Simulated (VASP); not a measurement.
# Ag: single point with RPBE

Crystal: Ag.

```
Ag
1.0
     2.72354    0.00000    0.00000
     0.00000    2.72354    0.00000
     0.00000    0.00000    2.72354
Ag
1
Direct
  0.00000 0.00000 0.00000
```

This cell differs from its parent crystal: volume scaled by 0.92.

```
Program                : VASP 6.6.1
Task                   : single point
Functional             : RPBE
Potentials or basis    : VASP PAW PBE potentials, release 64 (Ag)
Cutoff                 : 520 eV
k mesh                 : 13 × 13 × 13
Occupations            : fermi-dirac, width 0.1 eV
Spin                   : no spin polarisation
Dipole correction      : no
Further INCAR settings : ALGO = Normal; EDIFF = 1e-06; NBANDS = 12
```

| Quantity | Value |
| --- | --- |
| Pressure | 5.4 GPa |

Levels at points of the mesh, in eV from the Fermi level:
| k point | band 4 | band 5 | band 6 | band 7 | band 8 | band 9 |
| --- | --- | --- | --- | --- | --- | --- |
| (0.00, 0.00, 0.00) | -2.86 | -2.86 | -2.86 | 14.14 | 14.14 | 14.14 |

It took 16 s on 1 thread of Intel Xeon 8259CL, with other jobs on the host, peak memory 0.13 GiB.

Caveat: the PAW data sets were made with another functional, which shifts forces and pressure a little.
